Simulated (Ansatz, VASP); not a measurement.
# One calculation of TaC, two programs

INCAR

```
PREC = Accurate
ENCUT = 520
EDIFF = 1E-8
ISMEAR = -1
SIGMA = 0.05
LREAL = False
LASPH = True
NELM = 120
ALGO = Normal
ISIF = 2
LWAVE = False
LCHARG = False
GGA = PE
LEFG = True
NBANDS = 14
GGA_COMPAT = False
```

The input KPOINTS:

```
regular mesh
0
Gamma
  14 14 14
```

The input POSCAR:

```
TaC
1.0
    0.0000000000      2.2230000000      2.2230000000
    2.2230000000      0.0000000000      2.2230000000
    2.2230000000      2.2230000000      0.0000000000
Ta C
1 1
Direct
    0.0000000000      0.0000000000      0.0000000000
    0.5000000000      0.5000000000      0.5000000000
```

Input for Ansatz:

```yaml
crystal:
  lattice:
    - [0.0, 2.223, 2.223]
    - [2.223, 0.0, 2.223]
    - [2.223, 2.223, 0.0]
  atoms:
    - { symbol: Ta, position: [0.0, 0.0, 0.0] }
    - { symbol: C, position: [0.5, 0.5, 0.5] }
kpoints:
  mp_grid: { grid: [14, 14, 14] }
  band_path:
    path:
      - [0.0, 0.0, 0.0]
      - [0.5, 0.0, 0.5]
      - [0.625, 0.25, 0.625]
      - [0.375, 0.375, 0.75]
      - [0.0, 0.0, 0.0]
      - [0.5, 0.5, 0.5]
      - [0.5, 0.25, 0.75]
      - [0.5, 0.0, 0.5]
    npoints: 6
scf:
  occupations: { method: fermi_dirac, width: 0.05 }
hamiltonian:
  xc: pbe
  pseudopotentials: { kind: paw }
output:
  forces: true
  stress: true
  eigenvalues: true
  efg: { contact_densities: true }
  populations: true
```

Change from the starting cell: volume scaled by 1, PAW files.

Alike in both runs: task electric field gradients; functional PBE; k mesh 14 × 14 × 14; occupations fermi-dirac, width 0.05 eV; no spin polarisation.

```csv
,VASP,Ansatz
version,VASP 6.6.1,Ansatz 0.2.0
potentials or method,"VASP PAW PBE potentials, release 64 (Ta_pv, C)","PAW with Ansatz's default frozen-core files, scalar-relativistic"
plane-wave cutoff (eV),520,420
valence electrons in the cell,15,17
```

Ansatz gave:

* pressure (GPa): 6.8

Task: Which values does VASP return?

Result: Pressure (GPa): 7.5.

VASP's potentials hold 15 valence electrons a cell and Ansatz's 17, so a difference there can come from the potentials and not from the codes.

Neither program's run includes spin-orbit coupling.
